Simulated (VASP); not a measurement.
# SnTe (I4/mmm) in VASP: a series of runs

The runs below take SnTe through single point, with PBEsol.

All numbers are computed with VASP 6.6.1; they aren't measurements. Logs are shortened: lines on timing, memory, paths and dates and some standing lists are left out, and cuts for length are marked.

## Step 1: The cell of the first run

It takes space group I4/mmm (No. 139, tetragonal). Conventional cell: a = 5.011 Å, b = 5.011 Å, c = 5.010 Å, α = 90.00°, β = 90.00°, γ = 90.00°. Sn (site symmetry 4/mmm) has 2 Te at 2.51 Å within 3.3 Å. Te (site symmetry 4/mmm) has 2 Sn at 2.51 Å within 3.3 Å.

## Step 2: Single point, PBEsol

The input, INCAR:

```
PREC     = Accurate       # precision mode
ENCUT    = 520            # plane-wave cutoff, eV
EDIFF    = 1E-7           # SCF threshold, eV
ISMEAR   = 0              # smearing method
SIGMA    = 0.03           # smearing width, eV
LREAL    = False          # projectors in reciprocal space
LASPH    = True           # aspherical terms in the spheres
NELM     = 100            # most SCF steps
ALGO     = Normal         # electronic algorithm
ISIF     = 2              # what is computed and relaxed
LWAVE    = False          # write WAVECAR
LCHARG   = False          # write CHGCAR
GGA      = PS             # functional
NBANDS   = 17             # bands
```

The input, KPOINTS:

```
Automatic mesh
0
Gamma
  10 10 10
```

The input, POSCAR:

```
SnTe
1.0
    0.0000000000      3.5432298205      2.5050634831
    3.5432298205      0.0000000000      2.5050634831
    3.5432298205      3.5432298205      0.0000000000
Sn Te
1 1
Direct
    0.0000000000      0.0000000000      0.0000000000
    0.5000000000      0.5000000000      0.5000000000
```

Potentials or basis: VASP PAW PBE potentials, release 64 (Sn_d, Te).

Launch:

```console
> cat potpaw_PBE.64/Sn_d/POTCAR potpaw_PBE.64/Te/POTCAR > POTCAR
> mpirun -np 1 vasp_std > vasp.out
```

OUTCAR:

```text
PREC = Accurate
   ENCUT = 520
   EDIFF = 1E-7
   ISMEAR = 0
   LREAL = False
   LASPH = True
   NELM = 100
   ISIF = 2
   GGA = PS

 ion  position               nearest neighbor table
   1  0.000  0.000  0.000-   2 2.51   2 2.51   2 3.54   2 3.54   2 3.54   2 3.54
   2  0.500  0.500  0.500-   1 2.51   1 2.51   1 3.54   1 3.54   1 3.54   1 3.54

  LATTYP: Found a body centered tetragonal cell.
 ALAT       =     5.0108836668
 C/A-ratio  =     0.9998489886

  Lattice vectors:

 A1 = (   0.0000000000,  -3.5432298205,  -2.5050634831)
 A2 = (   0.0000000000,   3.5432298205,  -2.5050634831)
 A3 = (   3.5432298205,   0.0000000000,   2.5050634831)

Analysis of symmetry for initial positions (statically):
=====================================================================
 Subroutine PRICEL returns:
 Original cell was already a primitive cell.

 Routine SETGRP: Setting up the symmetry group for a
 body centered tetragonal supercell.

 Subroutine GETGRP returns: Found 16 space group operations
 (whereof 16 operations were pure point group operations)
 out of a pool of 16 trial point group operations.

The static configuration has the point symmetry D_4h.

Analysis of symmetry for dynamics (positions and initial velocities):
=====================================================================
 Subroutine PRICEL returns:
 Original cell was already a primitive cell.

 Routine SETGRP: Setting up the symmetry group for a
 body centered tetragonal supercell.

 Subroutine GETGRP returns: Found 16 space group operations
 (whereof 16 operations were pure point group operations)
 out of a pool of 16 trial point group operations.

The dynamic configuration has the point symmetry D_4h.

 Subroutine INISYM returns: Found 16 space group operations
 (whereof 16 operations are pure point group operations),
 and found     1 'primitive' translations

----------------------------------------------------------------------------------------

                                     Primitive cell

  volume of cell :      62.8995

  direct lattice vectors                    reciprocal lattice vectors
     0.000000000  3.543229821  2.505063483    -0.141114188  0.141114188  0.199595740
     3.543229821  0.000000000  2.505063483     0.141114188 -0.141114188  0.199595740
     3.543229821  3.543229821  0.000000000     0.141114188  0.141114188 -0.199595740

  length of vectors
     4.339334121  4.339334121  5.010883667     0.282249690  0.282249690  0.282249690
[... 74 lines left out ...]
   ICHARG =      2    charge: 1-file 2-atom 10-const
   ISPIN  =      1    spin polarized calculation?
   LNONCOLLINEAR =      F non collinear calculations
   LSORBIT =      F    spin-orbit coupling
   LASPH  =      T    aspherical Exc in radial PAW
   ENCUT  =  520.0 eV  38.22 Ry    6.18 a.u.   8.07  8.07  9.32*2*pi/ulx,y,z
   NELM   =    100;   NELMIN=  2; NELMDL= -5     # of ELM steps
   EDIFF  = 0.1E-06   stopping-criterion for ELM
   LREAL  =      F    real-space projection
   EDIFFG = 0.1E-05   stopping-criterion for IOM
   NSW    =      0    number of steps for IOM
   IBRION =     -1    ionic relax: 0-MD 1-quasi-New 2-CG
   NFREE  =      0    steps in history (QN), initial steepest desc. (CG)
   ISIF   =      2    stress and relaxation
   ISYM   =      2    0-nonsym 1-usesym 2-fastsym
   POTIM  = 0.5000    time-step for ionic-motion
   TEBEG  =    0.0;   TEEND  =   0.0 temperature during run
   PSTRESS=    0.0 pullay stress
   NELECT =      20.0000    total number of electrons
   NUPDOWN=      -1.0000    fix difference up-down
   EMIN   =  10.00;   EMAX   =-10.00  energy-range for DOS
   EFERMI =   0.00;   METHOD = LEGACY
   ISMEAR =     0;   SIGMA  =   0.03  broadening in eV -4-tet -1-fermi 0-gaus
   EFERMI_NEDOS =   21; number of points for ismear=-14 and -15
   IALGO  =     38    algorithm
   IMIX   =      4    mixing-type and parameters
     AMIX     =   0.40;   BMIX     =  1.00
     AMIX_MAG =   1.60;   BMIX_MAG =  1.00
  volume/ion in A,a.u.               =      31.45       212.23
  Fermi-wavevector in a.u.,A,eV,Ry     =   1.117384  2.111549 16.987507  1.248547
  Thomas-Fermi vector in A             =   2.254006
   LORBIT       =      0    0 simple, 1 ext, 2 COOP (PROOUT), +10 PAW based schemes
   GGA     = PS    functional components
   LHFCALC =     F    Hartree Fock is set to
   AEXX    =    0.0000 exact exchange contribution
   IVDW    =     0    specifies the selected vdW correction
   LEPSILON=     F    determine dielectric tensor
   LRPA    =     F    only Hartree local field effects (RPA)
 non-spin polarized calculation
 Gauss-broadening in eV      SIGMA  =   0.03
  energy-cutoff  :      520.00
  volume of cell :       62.90
 maximum number of plane-waves:      1721
   NGX = 17   NGY = 17   NGZ = 19

 number of electron      19.9999998 magnetization

 Free energy of the ion-electron system (eV)
  ---------------------------------------------------
  ext. energy  EPLUGINS =         0.00000000
  ---------------------------------------------------
  free energy    TOTEN  =        -6.13936458 eV

  energy without entropy =       -6.13869973  energy(sigma->0) =       -6.13903216

 E-fermi :   6.8941     XC(G=0):  -9.5027

 val. band max:        6.8554256705   @ k =   0.3000   0.0000   0.0000
 cond. band min:       6.9049484578   @ k =  -0.3000   0.4000   0.3000
 fundamental gap:      0.0495227873
 Fermi energy:         6.8940677109

 k-point     1 :       0.0000    0.0000    0.0000
  band No.  band energies     occupation
      1     -15.4751      2.00000
      2     -15.2627      2.00000
      3     -15.2627      2.00000
      4     -15.1982      2.00000
      5     -15.1890      2.00000
      6      -6.7932      2.00000
[... 457 lines left out ...]
      4     -15.1947      2.00000
      5     -15.1875      2.00000
      6      -5.2751      2.00000
[... 9 lines left out ...]
     16      15.2710      0.00000
     17      17.8941      0.00000

 [... further k-points ...]
[... 5 lines left out ...]
  --------------------------------------------------------------------------------------
  -------------------------------------------------------------------------------------
  Total       -1.4135765     -1.4135765     19.5281676      0.0000000      0.0000000      0.0000000
  in kB      -36.0066333    -36.0066333    497.4216676      0.0000000      0.0000000      0.0000000
  external PRESSURE =     141.8028003 kB  Pullay stress =       0.0000000 kB

 VOLUME and BASIS-vectors are now :
 -----------------------------------------------------------------------------
  energy-cutoff  :      520.00
  volume of cell :       62.90
      direct lattice vectors                 reciprocal lattice vectors
     0.000000000  3.543229821  2.505063483    -0.141114188  0.141114188  0.199595740
     3.543229821  0.000000000  2.505063483     0.141114188 -0.141114188  0.199595740
     3.543229821  3.543229821  0.000000000     0.141114188  0.141114188 -0.199595740

 POSITION                                       TOTAL-FORCE (eV/Angst)
 -----------------------------------------------------------------------------------
      0.00000      0.00000      0.00000        -0.000000      0.000000     -0.000000
      3.54323      3.54323      2.50506         0.000000     -0.000000      0.000000
 -----------------------------------------------------------------------------------
    total drift:                                0.000000     -0.000000     -0.000000

  FREE ENERGIE OF THE ION-ELECTRON SYSTEM (eV)
  ---------------------------------------------------
  free  energy   TOTEN  =        -6.1393645828 eV

  energy  without entropy=       -6.1386997350  energy(sigma->0) =       -6.13903216
```

stdout:

```text
POSCAR found type information on POSCAR SnTe
 POSCAR found :  2 types and       2 ions
 scaLAPACK will be used
 -----------------------------------------------------------------------------
|                                                                             |
|                                                                             |
|     You enforced a specific xc type in the INCAR file but a different       |
|     I HOPE YOU KNOW WHAT YOU ARE DOING!                                     |
|                                                                             |
 -----------------------------------------------------------------------------

 LDA part: xc-table for (Slater+PW92), standard interpolation
 POSCAR, INCAR and KPOINTS ok, starting setup
 FFT: planning ... GRIDC
 FFT: planning ... GRID_SOFT
 FFT: planning ... GRID
 WAVECAR not read
 entering main loop
```

Run time: 95 s. Hardware: 1 thread of Intel Xeon Platinum 8488C (Sapphire Rapids), shared host; peak memory 0.27 GiB.

What came out:

```
Free energy            : -6.1394 eV
Pressure               : 14.2 GPa
Band gap on the k mesh : zero (bands 10 and 11 overlap by 2.33 eV)
```

Stress tensor (GPa, compression positive):
```
-3.60  0.00  0.00
 0.00 -3.60  0.00
 0.00  0.00 49.74
```

Caveat: the stress differs along the axes, from -4 to 50 GPa; the PAW data sets were made with another functional, which shifts forces and pressure a little; spin-orbit coupling is left out, which moves the levels of the heavy elements.

## Step 3: Single point, PBEsol

This run uses another cell than the first one, of the same volume but with other edges.

The input, INCAR:

```
SYSTEM = SnTe
PREC     = Accurate       ! precision mode
ENCUT    = 520            ! plane-wave cutoff, eV
EDIFF    = 1E-6           ! SCF threshold, eV
ISMEAR   = 0              ! smearing method
SIGMA    = 0.03           ! smearing width, eV
LREAL    = .False.        ! projectors in reciprocal space
LASPH    = .True.         ! aspherical terms in the spheres
NELM     = 80             ! most SCF steps
ALGO     = Normal         ! electronic algorithm
ISIF     = 2              ! what is computed and relaxed
LWAVE    = .False.        ! write WAVECAR
LCHARG   = .False.        ! write CHGCAR
GGA      = PS             ! functional
NBANDS   = 17             ! bands
```

The input, KPOINTS:

```
regular mesh
0
Gamma
  10 10 10
  0 0 0
```

The input, POSCAR:

```
SnTe
1.0
    0.0000000000      2.8122633722      3.9765404083
    2.8122633722      0.0000000000      3.9765404083
    2.8122633722      2.8122633722      0.0000000000
Sn Te
1 1
Direct
    0.0000000000      0.0000000000      0.0000000000
    0.5000000000      0.5000000000      0.5000000000
```

Potentials or basis: VASP PAW PBE potentials, release 64 (Sn_d, Te).

Launch:

```console
> cat potpaw_PBE.64/Sn_d/POTCAR potpaw_PBE.64/Te/POTCAR > POTCAR
> mpirun -np 1 vasp_std > vasp.out
```

It took 84 s on 1 thread of Intel Xeon Platinum 8488C (Sapphire Rapids), shared host; peak memory 0.27 GiB.

Results (log left out):

```yaml
Free_energy: -7.1652 eV
Pressure: 9.4 GPa
Band_gap_on_the_k_mesh: zero (bands 10 and 11 overlap by 0.96 eV)
```

Stress tensor (GPa, compression positive):
```
15.96  0.00  0.00
 0.00 15.96  0.00
 0.00  0.00 -3.61
```

Levels at points of the mesh, in eV from the Fermi level:
```csv
k point,band 7,band 8,band 9,band 10,band 11,band 12,band 13,band 14
"(0.00, 0.00, 0.00)",-3.95,-3.32,-3.32,-2.43,1.81,2.79,3.41,6.08
"(0.50, 0.00, 0.00)",-9.13,-2.54,-1.51,-0.82,0.93,1.16,1.33,7.09
"(0.50, 0.50, 0.00)",-5.36,-4.42,-3.66,-3.66,2.59,4.10,6.39,6.39
"(0.50, 0.00, 0.50)",-6.83,-6.41,-5.98,-2.39,1.55,2.27,6.71,6.93
```

Caveat: the stress differs along the axes, from -4 to 16 GPa; the PAW data sets were made with another functional, which shifts forces and pressure a little; spin-orbit coupling is left out, which moves the levels of the heavy elements.

The gap in the log of VASP goes by the Fermi energy; the results here count the filled bands.